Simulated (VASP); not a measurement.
# Hg: single point with PBEsol

The system is Hg.

```
Hg
1.0
     5.32533    0.00000    0.00000
    -2.66266    4.61187    0.00000
     0.00000    0.00000    3.06254
Hg
3
Direct
  0.00000 0.00000 0.00000
  0.33333 0.66667 0.50000
  0.66667 0.33333 0.50000
```

This cell differs from its parent crystal: volume scaled by 1.04.

| Quantity | Value |
| --- | --- |
| Program | VASP 6.6.1 |
| Task | single point |
| Functional | PBEsol |
| Potentials or basis | VASP PAW PBE potentials, release 64 (Hg) |
| Cutoff | 520 eV |
| k mesh | 8 × 8 × 12 |
| Occupations | fermi-dirac, width 0.1 eV |
| Spin | no spin polarisation |
| Dipole correction | no |
| Further INCAR settings | ALGO = Normal; EDIFF = 1e-07; NBANDS = 25 |

| Property | Result |
| --- | --- |
| Pressure | -0.9 GPa |
| Band gap on the k mesh | zero (band 18 reaches 4.81 eV, above the bottom of band 19 at 0.74 eV) |

Stress tensor (GPa, compression positive):
```
-1.09  0.00  0.00
 0.00 -1.09  0.00
 0.00  0.00 -0.58
```

Levels at points of the mesh, in eV from the Fermi level:
| k point | band 15 | band 16 | band 17 | band 18 | band 19 | band 20 | band 21 | band 22 |
| --- | --- | --- | --- | --- | --- | --- | --- | --- |
| (0.00, 0.00, 0.00) | -5.62 | -5.62 | -1.27 | -0.91 | 1.78 | 1.78 | 1.84 | 1.84 |
| (0.50, 0.00, 0.00) | -5.62 | -5.55 | -5.33 | -1.66 | -1.28 | 5.99 | 6.01 | 8.00 |
| (0.00, 0.00, 0.50) | -5.30 | -2.93 | -2.59 | 2.79 | 3.36 | 3.40 | 3.68 | 4.29 |
| (0.50, 0.00, 0.50) | -5.47 | -1.56 | -1.31 | -0.68 | -0.42 | 2.29 | 2.54 | 3.44 |

It took 72 s on 1 thread of Intel(R) Xeon(R) 6975P-C (Granite Rapids), with other jobs on the host, peak memory 0.24 GiB.

Caveat: the PAW data sets were made with another functional, which shifts forces and pressure a little; spin-orbit coupling is left out, which moves the levels of the heavy elements.
